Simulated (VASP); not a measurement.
Input of a VASP 6.6.1 run:

File INCAR:

```
SYSTEM = TaN
ALGO = Normal
EDIFF = 1E-8
ENCUT = 520
GGA = PE
GGA_COMPAT = .False.
ISIF = 2
ISMEAR = -1
LASPH = .True.
LCHARG = .False.
LEFG = .True.
LREAL = .False.
LWAVE = .False.
NBANDS = 16
NELM = 120
PREC = Accurate
SIGMA = 0.02
```

File KPOINTS:

```
k-points
0
Gamma
  12 12 10
  0 0 0
```

The input POSCAR:

```
TaN
1.0
    2.9766611718      0.0000000000      0.0000000000
   -1.4883305859      2.5778641933      0.0000000000
    0.0000000000      0.0000000000      2.9209385612
Ta N
1 1
Direct
    0.3333333333      0.6666666667      0.5000000000
    0.0000000000      0.0000000000      0.0000000000
```

Potentials or basis: VASP PAW PBE potentials, release 64 (Ta_sv_GW, N).

The run is started by

```sh
$ cat potpaw_PBE.64/Ta_sv_GW/POTCAR potpaw_PBE.64/N/POTCAR > POTCAR
$ mpirun -np 1 vasp_std > vasp.out
```

(1) What does it give for the pressure?

(2) Predict the band gap on the k mesh.

Answers

(1) -8.6 GPa.

(2) zero (bands 9 and 10 overlap by 0.48 eV).

Caveat: the cell stands under tension; without QUAD_EFG the Cq values of the log hold for a quadrupole moment of 1 mb, not for the nuclei; spin-orbit coupling is left out, which moves the levels of the heavy elements.
